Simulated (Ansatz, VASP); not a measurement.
# Two plane-wave programs on Te2Mo

```
Te Mo
1.0
     3.56023    0.00000    0.00000
    -1.78012    3.08325    0.00000
     0.00000    0.00000   18.22502
Te Mo
2 1
Direct
  0.33333 0.66667 0.89786
  0.33333 0.66667 0.10214
  0.00000 0.00000 0.00000
```

Change from the starting cell: strain +0.0400 x Voigt [0, 0, 1, 0, 0, 0], atoms carried along.

Alike in both runs: task single point; functional LDA; k mesh 9 × 9 × 2; occupations gaussian, width 0.05 eV; no spin polarisation.

|  | VASP | Ansatz |
| --- | --- | --- |
| version | VASP 6.6.1 | Ansatz 0.2.0 |
| potentials or method | VASP PAW LDA potentials, release 64 (Te, Mo_sv), cutoff 520 eV | scalar-relativistic, plane waves, PAW |
| valence electrons in the cell | 26 | 46 |

|  | VASP | Ansatz | Ansatz less VASP |
| --- | --- | --- | --- |
| gap on the k mesh at the Fermi level (eV) | 1.11 | 1.11 | -0.002 |
| least direct gap on the mesh (eV) | 1.11 | 1.11 | -0.002 |
| rms of the force components (eV/Å) | 0.585 | 0.605 | +0.0201 |

LDA's correlation is that of Perdew and Zunger in VASP and of Perdew and Wang (1992) in Ansatz. Atom by atom the forces differ by 0.020 eV/Å (rms over components). VASP's potentials hold 26 valence electrons a cell and Ansatz's 46, so a difference there can come from the potentials and not from the codes.

Spin-orbit coupling is off throughout.
